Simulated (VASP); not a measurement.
# Al3Au (I4/mmm) in VASP: notebook, part 2 of 2

VASP 6.6.1.

## (3) Single point, r2SCAN

Contents of POSCAR:

```
Al3Au
1.0
   -2.0253330000      2.0253330000      4.0566000000
    2.0253330000     -2.0253330000      4.0566000000
    2.0253330000      2.0253330000     -4.0566000000
Au Al
1 3
Direct
    0.0000000000      0.0000000000      0.0000000000
    0.5000000000      0.5000000000      0.0000000000
    0.2500000000      0.7500000000      0.5000000000
    0.7500000000      0.2500000000      0.5000000000
```

Contents of INCAR.step1:

```
PREC     = Accurate       # precision mode
ENCUT    = 520            # plane-wave cutoff, eV
ISMEAR   = -1             # smearing method
SIGMA    = 0.05           # smearing width, eV
LREAL    = F              # projectors in reciprocal space
LASPH    = T              # aspherical terms in the spheres
NELM     = 100            # most SCF steps
NBANDS   = 18             # bands
GGA      = PE             # functional
ALGO     = Normal         # electronic algorithm
EDIFF    = 1E-4           # SCF threshold, eV
LWAVE    = T              # write WAVECAR
LCHARG   = F              # write CHGCAR
```

Contents of INCAR.step2:

```
PREC     = Accurate       # precision mode
ENCUT    = 520            # plane-wave cutoff, eV
EDIFF    = 1E-6           # SCF threshold, eV
ISMEAR   = -1             # smearing method
SIGMA    = 0.05           # smearing width, eV
LREAL    = F              # projectors in reciprocal space
LASPH    = T              # aspherical terms in the spheres
NELM     = 100            # most SCF steps
ALGO     = Normal         # electronic algorithm
ISIF     = 2              # what is computed and relaxed
LWAVE    = F              # write WAVECAR
LCHARG   = T              # write CHGCAR
METAGGA  = R2SCAN         # meta-GGA
LMIXTAU  = T            
LELF     = T              # ELF
LVHAR    = T            
NBANDS   = 18             # bands
ISTART   = 1
```

Contents of KPOINTS:

```
Automatic mesh
0
Gamma
  5 5 5
```

Potentials or basis: VASP PAW PBE potentials, release 64 (Au, Al).

Run with:

```console
$ cat potpaw_PBE.64/Au/POTCAR potpaw_PBE.64/Al/POTCAR > POTCAR
$ cp INCAR.step1 INCAR
$ mpirun -np 1 vasp_std > vasp.out
$ cp INCAR.step2 INCAR
$ mpirun -np 1 vasp_std > vasp.out
```

OUTCAR:

```text
PREC = Accurate
   ENCUT = 520
   EDIFF = 1E-6
   ISMEAR = -1
   LREAL = F
   LASPH = T
   NELM = 100
   ISIF = 2
   METAGGA = R2SCAN
   ISTART = 1

 ion  position               nearest neighbor table
   1  0.000  0.000  0.000-   2 2.86   2 2.86   2 2.86   2 2.86   4 2.87   3 2.87   4 2.87   3 2.87
                             4 2.87   4 2.87   3 2.87   3 2.87
   2  0.500  0.500  0.000-   1 2.86   1 2.86   1 2.86   1 2.86   4 2.87   3 2.87   4 2.87   4 2.87
                             3 2.87   3 2.87   4 2.87   3 2.87
   3  0.250  0.750  0.500-   4 2.86   4 2.86   4 2.86   4 2.86   2 2.87   1 2.87   2 2.87   2 2.87
                             1 2.87   1 2.87   2 2.87   1 2.87
   4  0.750  0.250  0.500-   3 2.86   3 2.86   3 2.86   3 2.86   2 2.87   1 2.87   2 2.87   1 2.87
                             2 2.87   2 2.87   1 2.87   1 2.87

  LATTYP: Found a body centered tetragonal cell.
 ALAT       =     4.0506660000
 C/A-ratio  =     2.0029298886

  Lattice vectors:

 A1 = (  -2.0253330000,   2.0253330000,   4.0566000000)
 A2 = (   2.0253330000,  -2.0253330000,   4.0566000000)
 A3 = (   2.0253330000,   2.0253330000,  -4.0566000000)
[... 171 lines left out ...]

 E-fermi :   8.6676     XC(G=0): -11.6744

 val. band max:        8.6479862164   @ k =   0.2000   0.0000  -0.0000
 cond. band min:       8.7365975940   @ k =   0.0000   0.0000   0.0000
 fundamental gap:      0.0886113776
 Fermi energy:         8.6676403509

 k-point     1 :       0.0000    0.0000    0.0000
  band No.  band energies     occupation
      1      -3.1187      2.00000
      2       2.3934      2.00000
      3       2.4734      2.00000
      4       2.6507      2.00000
      5       2.6507      2.00000
      6       3.1885      2.00000
[... 355 lines left out ...]
      5       3.0737      2.00000
      6       3.2411      2.00000
[... 10 lines left out ...]
     17      16.5850      0.00000
     18      16.5850      0.00000

------------------------ aborting loop because EDIFF is reached ----------------------------------------

  FORCE on cell =-STRESS in cart. coord.  units (eV):
  Direction    XX          YY          ZZ          XY          YZ          ZX
  --------------------------------------------------------------------------------------
  -------------------------------------------------------------------------------------
  Total       -1.1969013     -1.1969013     -1.4055243      0.0000000      0.0000000      0.0000000
  in kB      -28.8107032    -28.8107032    -33.8324833      0.0000000      0.0000000      0.0000000
  external PRESSURE =     -30.4846299 kB  Pullay stress =       0.0000000 kB

 VOLUME and BASIS-vectors are now :
 -----------------------------------------------------------------------------
  energy-cutoff  :      520.00
  volume of cell :       66.56
      direct lattice vectors                 reciprocal lattice vectors
    -2.025333000  2.025333000  4.056600000     0.000000000  0.246872983  0.123255929
     2.025333000 -2.025333000  4.056600000     0.246872983  0.000000000  0.123255929
     2.025333000  2.025333000 -4.056600000     0.246872983  0.246872983  0.000000000

 POSITION                                       TOTAL-FORCE (eV/Angst)
 -----------------------------------------------------------------------------------
      0.00000      0.00000      0.00000         0.000000      0.000000      0.000000
      0.00000      0.00000      4.05660         0.000000      0.000000      0.000000
      2.02533      0.00000      2.02830         0.000000     -0.000000      0.000000
      0.00000      2.02533      2.02830        -0.000000      0.000000     -0.000000
 -----------------------------------------------------------------------------------
    total drift:                               -0.000000     -0.000000      0.000000

  FREE ENERGIE OF THE ION-ELECTRON SYSTEM (eV)
  ---------------------------------------------------
  free  energy   TOTEN  =       -71.1655082560 eV

  energy  without entropy=      -71.1521777179  energy(sigma->0) =      -71.15884299
```

OUTCAR.step1:

```text
PREC = Accurate
   ENCUT = 520
   ISMEAR = -1
   LREAL = F
   LASPH = T
[... 601 lines left out ...]
      0.00000      0.00000      0.00000         0.000000      0.000000      0.000000
      0.00000      0.00000      4.05660         0.000000      0.000000      0.000000
      2.02533      0.00000      2.02830        -0.000000     -0.000000      0.000000
      0.00000      2.02533      2.02830         0.000000     -0.000000     -0.000000
 -----------------------------------------------------------------------------------
    total drift:                               -0.000000     -0.000000      0.000000

  FREE ENERGIE OF THE ION-ELECTRON SYSTEM (eV)
  ---------------------------------------------------
  free  energy   TOTEN  =       -14.9181437032 eV

  energy  without entropy=      -14.9065771373  energy(sigma->0) =      -14.91236042
```

OSZICAR.step1:

```text
N       E                     dE             d eps       ncg     rms          rms(c)
DAV:   1     0.570475114194E+02    0.57048E+02   -0.82753E+03   656   0.951E+02
DAV:   2    -0.142962449660E+02   -0.71344E+02   -0.67049E+02   754   0.162E+02
DAV:   3    -0.162771256663E+02   -0.19809E+01   -0.19633E+01   830   0.248E+01
DAV:   4    -0.162899140277E+02   -0.12788E-01   -0.12785E-01   734   0.237E+00
DAV:   5    -0.162900752507E+02   -0.16122E-03   -0.16122E-03   828   0.279E-01    0.937E+00
DAV:   6    -0.151022901156E+02    0.11878E+01   -0.71267E+00   682   0.251E+01    0.841E+00
DAV:   7    -0.149521372840E+02    0.15015E+00   -0.51918E-01   674   0.762E+00    0.372E+00
DAV:   8    -0.149240796716E+02    0.28058E-01   -0.77341E-02   696   0.206E+00    0.570E-01
DAV:   9    -0.149181255177E+02    0.59542E-02   -0.16535E-02   744   0.135E+00    0.124E-01
DAV:  10    -0.149181437032E+02   -0.18186E-04   -0.59412E-04   712   0.176E-01
   1 F= -.14918144E+02 E0= -.14912360E+02  d E =-.115666E-01
```

Run time: 53 s. Hardware: 1 thread of Intel Xeon 6975P-C (Granite Rapids), shared host; peak memory 0.25 GiB.

Results:

```
Free energy            : -71.1655 eV
Pressure               : -3.0 GPa
Band gap on the k mesh : zero (band 10 reaches 10.70 eV, above the bottom of band 11 at 7.28 eV)
```

Stress tensor (GPa, compression positive):
```
-2.88  0.00  0.00
 0.00 -2.88  0.00
 0.00  0.00 -3.38
```

Caveat: the k points lie up to 0.44 Å⁻¹ apart; the PAW data sets were made with another functional, which shifts forces and pressure a little; spin-orbit coupling is left out, which moves the levels of the heavy elements.

## (4) Single point, PBEsol

Contents of INCAR:

```
ALGO = Fast
EDIFF = 1E-6
ENCUT = 520
GGA = PS
ISIF = 2
ISMEAR = -1
LASPH = T
LCHARG = T
LELF = T
LREAL = F
LVHAR = T
LWAVE = F
NBANDS = 18
NELM = 60
PREC = Accurate
SIGMA = 0.05
```

Contents of KPOINTS:

```
k-points
0
Gamma
  9 9 9
```

Contents of POSCAR:

```
Al3Au
1.0
   -2.0670968372      2.0670968372      3.8943360000
    2.0670968372     -2.0670968372      3.8943360000
    2.0670968372      2.0670968372     -3.8943360000
Au Al
1 3
Direct
    0.0000000000      0.0000000000      0.0000000000
    0.5000000000      0.5000000000      0.0000000000
    0.2500000000      0.7500000000      0.5000000000
    0.7500000000      0.2500000000      0.5000000000
```

Run with:

```console
$ cat potpaw_PBE.64/Au/POTCAR potpaw_PBE.64/Al/POTCAR > POTCAR
$ mpirun -np 1 vasp_std > vasp.out
```

It took 40 s on 1 thread of Intel Xeon 6975P-C (Granite Rapids), shared host; peak memory 0.26 GiB.

Results (log left out):

| Quantity | Value |
| --- | --- |
| Free energy | -16.6855 eV |
| Pressure | -2.5 GPa |
| Band gap on the k mesh | zero (band 10 reaches 10.23 eV, above the bottom of band 11 at 7.27 eV) |

Stress tensor (GPa, compression positive):
```
-4.66  0.00  0.00
 0.00 -4.66  0.00
 0.00  0.00  1.81
```

Levels at points of the mesh, in eV from the Fermi level:
| k point | band 8 | band 9 | band 10 | band 11 | band 12 | band 13 |
| --- | --- | --- | --- | --- | --- | --- |
| (0.00, 0.00, 0.00) | -0.08 | -0.08 | 0.52 | 0.80 | 0.92 | 0.92 |

Caveat: the PAW data sets were made with another functional, which shifts forces and pressure a little; spin-orbit coupling is left out, which moves the levels of the heavy elements.

## (5) Single point, PBEsol

Contents of INCAR:

```
SYSTEM = Al3Au
PREC = Accurate ; ENCUT = 520
EDIFF = 1E-7 ; ISMEAR = -1
SIGMA = 0.05 ; LREAL = .FALSE.
LASPH = .TRUE. ; NELM = 60
ALGO = Normal ; ISIF = 2
LWAVE = .FALSE. ; LCHARG = .FALSE.
GGA = PS ; NBANDS = 18
```

Contents of KPOINTS:

```
Automatic mesh
0
G
  9 9 9
  0 0 0
```

Contents of POSCAR:

```
Al3Au
1.0
   -2.0458952835      2.0458952835      3.9754680000
    2.0458952835     -2.0458952835      3.9754680000
    2.0458952835      2.0458952835     -3.9754680000
Au Al
1 3
Direct
    0.0000000000      0.0000000000      0.0000000000
    0.5000000000      0.5000000000      0.0000000000
    0.2500000000      0.7500000000      0.5000000000
    0.7500000000      0.2500000000      0.5000000000
```

Potentials or basis: VASP PAW PBE potentials, release 64 (Au, Al).

Run with:

```console
$ cat potpaw_PBE.64/Au/POTCAR potpaw_PBE.64/Al/POTCAR > POTCAR
$ mpirun -np 1 vasp_std > vasp.out
```

OUTCAR:

```text
SYSTEM = Al3Au
   PREC = Accurate
   ENCUT = 520
   EDIFF = 1E-7
   ISMEAR = -1
   LREAL = .FALSE.
   LASPH = .TRUE.
   NELM = 60
   ISIF = 2
   GGA = PS

 ion  position               nearest neighbor table
   1  0.000  0.000  0.000-   4 2.85   3 2.85   3 2.85   4 2.85   3 2.85   4 2.85   4 2.85   3 2.85
                             2 2.89   2 2.89   2 2.89   2 2.89
   2  0.500  0.500  0.000-   3 2.85   4 2.85   3 2.85   4 2.85   3 2.85   4 2.85   3 2.85   4 2.85
                             1 2.89   1 2.89   1 2.89   1 2.89
   3  0.250  0.750  0.500-   1 2.85   2 2.85   1 2.85   2 2.85   1 2.85   2 2.85   1 2.85   2 2.85
                             4 2.89   4 2.89   4 2.89   4 2.89
   4  0.750  0.250  0.500-   2 2.85   1 2.85   1 2.85   2 2.85   1 2.85   2 2.85   2 2.85   1 2.85
                             3 2.89   3 2.89   3 2.89   3 2.89

  LATTYP: Found a body centered tetragonal cell.
 ALAT       =     4.0917905670
 C/A-ratio  =     1.9431434405

  Lattice vectors:

 A1 = (  -2.0458952835,   2.0458952835,   3.9754680000)
 A2 = (   2.0458952835,  -2.0458952835,   3.9754680000)
 A3 = (   2.0458952835,   2.0458952835,  -3.9754680000)

Analysis of symmetry for initial positions (statically):
=====================================================================
[... 174 lines left out ...]
  energy without entropy =      -16.71591525  energy(sigma->0) =      -16.72160253

 E-fermi :   8.6737     XC(G=0): -10.9282

 val. band max:        8.6582558581   @ k =   0.0000   0.0000   0.0000
 cond. band min:       8.6911757934   @ k =  -0.3333  -0.4444   0.3333
 fundamental gap:      0.0329199353
 Fermi energy:         8.6737202122

 k-point     1 :       0.0000    0.0000    0.0000
  band No.  band energies     occupation
      1      -2.5269      2.00000
      2       2.6306      2.00000
      3       2.7824      2.00000
      4       2.8615      2.00000
      5       2.8615      2.00000
      6       3.4072      2.00000
[... 481 lines left out ...]
      5       3.0735      2.00000
      6       3.6912      2.00000
[... 10 lines left out ...]
     17      17.8121      0.00000
     18      19.0914      0.00000

 [... further k-points ...]
[... 5 lines left out ...]
  --------------------------------------------------------------------------------------
  -------------------------------------------------------------------------------------
  Total       -1.5555629     -1.5555629     -0.2062758      0.0000000     -0.0000000      0.0000000
  in kB      -37.4440753    -37.4440753     -4.9652799      0.0000000     -0.0000000      0.0000000
  external PRESSURE =     -26.6178102 kB  Pullay stress =       0.0000000 kB

 VOLUME and BASIS-vectors are now :
 -----------------------------------------------------------------------------
  energy-cutoff  :      520.00
  volume of cell :       66.56
      direct lattice vectors                 reciprocal lattice vectors
    -2.045895284  2.045895284  3.975468000     0.000000000  0.244391785  0.125771356
     2.045895284 -2.045895284  3.975468000     0.244391785  0.000000000  0.125771356
     2.045895284  2.045895284 -3.975468000     0.244391785  0.244391785  0.000000000

 POSITION                                       TOTAL-FORCE (eV/Angst)
 -----------------------------------------------------------------------------------
      0.00000      0.00000      0.00000         0.000000     -0.000000      0.000000
      0.00000      0.00000      3.97547         0.000000     -0.000000      0.000000
      2.04590      0.00000      1.98773         0.000000      0.000000      0.000000
      0.00000      2.04590      1.98773        -0.000000     -0.000000     -0.000000
 -----------------------------------------------------------------------------------
    total drift:                               -0.000000     -0.000000      0.000000

  FREE ENERGIE OF THE ION-ELECTRON SYSTEM (eV)
  ---------------------------------------------------
  free  energy   TOTEN  =       -16.7272898066 eV

  energy  without entropy=      -16.7159152530  energy(sigma->0) =      -16.72160253
```

stdout:

```text
POSCAR found type information on POSCAR AuAl
 POSCAR found :  2 types and       4 ions
 scaLAPACK will be used
 -----------------------------------------------------------------------------
|                                                                             |
|                                                                             |
|     You enforced a specific xc type in the INCAR file but a different       |
|     I HOPE YOU KNOW WHAT YOU ARE DOING!                                     |
|                                                                             |
 -----------------------------------------------------------------------------

 LDA part: xc-table for (Slater+PW92), standard interpolation
 POSCAR, INCAR and KPOINTS ok, starting setup
 FFT: planning ... GRIDC
 FFT: planning ... GRID_SOFT
 FFT: planning ... GRID
 WAVECAR not read
 entering main loop
```

It took 47 s on 1 thread of Intel Xeon 6975P-C (Granite Rapids), shared host; peak memory 0.29 GiB.

What came out:

* Free energy: -16.7273 eV
* Pressure: -2.7 GPa
* Band gap on the k mesh: zero (band 10 reaches 10.28 eV, above the bottom of band 11 at 7.22 eV)

Levels at points of the mesh, in eV from the Fermi level:
```csv
k point,band 8,band 9,band 10,band 11,band 12,band 13
"(0.00, 0.00, 0.00)",-0.02,-0.02,0.63,0.79,0.83,0.89
```

Caveat: the PAW data sets were made with another functional, which shifts forces and pressure a little; spin-orbit coupling is left out, which moves the levels of the heavy elements.

## (6) Summary

| level | cell | k mesh | gap on the mesh (eV) | pressure (GPa) |
| --- | --- | --- | --- | --- |
| BLYP | a = 4.966 Å, angles 131.9, 131.9, 70.4°, 4 atoms | 5 × 5 × 5 | none | 5.3 |
| r2SCAN | a = 4.966 Å, angles 131.9, 131.9, 70.4°, 4 atoms | 5 × 5 × 5 | none | -3.0 |
| PBEsol | a = 4.869 Å, angles 129.8, 129.8, 73.8°, 4 atoms | 9 × 9 × 9 | none | -2.5 |
| PBEsol | a = 4.917 Å, angles 130.8, 130.8, 72.1°, 4 atoms | 9 × 9 × 9 | none | -2.7 |

Alike in all rows: task single point; potentials or basis VASP PAW PBE potentials, release 64 (Au, Al); no spin polarisation; cutoff (eV) 520; smearing fermi-dirac 0.05 eV.

Caveats: some runs use coarse meshes; the PAW data sets were made with another functional, which shifts forces and pressure a little; spin-orbit coupling is left out, which moves the levels of the heavy elements.

Absolute energies hang on the potentials; compare differences alone.
